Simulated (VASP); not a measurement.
Write the native input for VASP 6.6.1 that does the following.

```
Task                   : relaxation of cell and atoms
Functional             : PBEsol
Potentials or basis    : VASP PAW PBE potentials, release 64 (Cd, Se)
Cutoff                 : 600 eV
k mesh                 : 6 × 6 × 6
Occupations            : gaussian, width 0.01 eV
Spin                   : no spin polarisation
Target pressure        : 1 GPa
Dipole correction      : no
Further INCAR settings : ALGO = Normal; EDIFF = 1e-06; IBRION = 2; EDIFFG = -0.002; NSW = 100; ISIF = 3
```

The structure of CdSe lies in POSCAR:

```
CdSe
1.0
    0.0000000000      3.0413255900      3.0413255900
    3.0413255900      0.0000000000      3.0413255900
    3.0413255900      3.0413255900      0.0000000000
Cd Se
1 1
Direct
    0.0000000000      0.0000000000      0.0000000000
    0.7500000000      0.7500000000      0.7500000000
```

The input as run:

INCAR

```
PREC     = Accurate       # precision mode
ENCUT    = 600            # plane-wave cutoff, eV
EDIFF    = 1E-6           # SCF threshold, eV
ISMEAR   = 0              # smearing method
SIGMA    = 0.01           # smearing width, eV
LREAL    = F              # projectors in reciprocal space
LASPH    = T              # aspherical terms in the spheres
NELM     = 100            # most SCF steps
ALGO     = Normal         # electronic algorithm
ISIF     = 3              # what is computed and relaxed
LWAVE    = F              # write WAVECAR
LCHARG   = F              # write CHGCAR
GGA      = PS             # functional
IBRION   = 2              # ionic algorithm
NSW      = 100            # ionic steps
EDIFFG   = -0.002         # ionic threshold
PSTRESS  = 10.0
```

KPOINTS

```
Automatic mesh
0
Gamma
  6 6 6
```

Potentials or basis: VASP PAW PBE potentials, release 64 (Cd, Se).

Launch:

```bash
$ cat potpaw_PBE.64/Cd/POTCAR potpaw_PBE.64/Se/POTCAR > POTCAR
$ mpirun -np 1 vasp_std > vasp.out
```

It gave:

```yaml
Relaxed_volume: 27.76 Å³/atom
Relaxed_cell: a = 4.282 Å, b = 4.282 Å, c = 4.282 Å, α = 60.00°, β = 60.00°, γ = 60.00°
Space_group_after_relaxing_to_0.05_Å: F-43m (No. 216)
Energy_change_on_relaxing_the_enthalpy_is_what_falls: +1.5 meV/atom
Ionic_steps: 3
Pressure_after_relaxing: 1.0 GPa
Band_gap_on_the_k_mesh: 0.51 eV, direct
```

Caveat: the cell is relaxed towards a set pressure, so the enthalpy falls and the energy may rise; the PAW data sets were made with another functional, which shifts forces and pressure a little.

Run time: 62 s on 1 thread of Intel Xeon 8259CL, with other jobs on the host, peak memory 0.22 GiB.
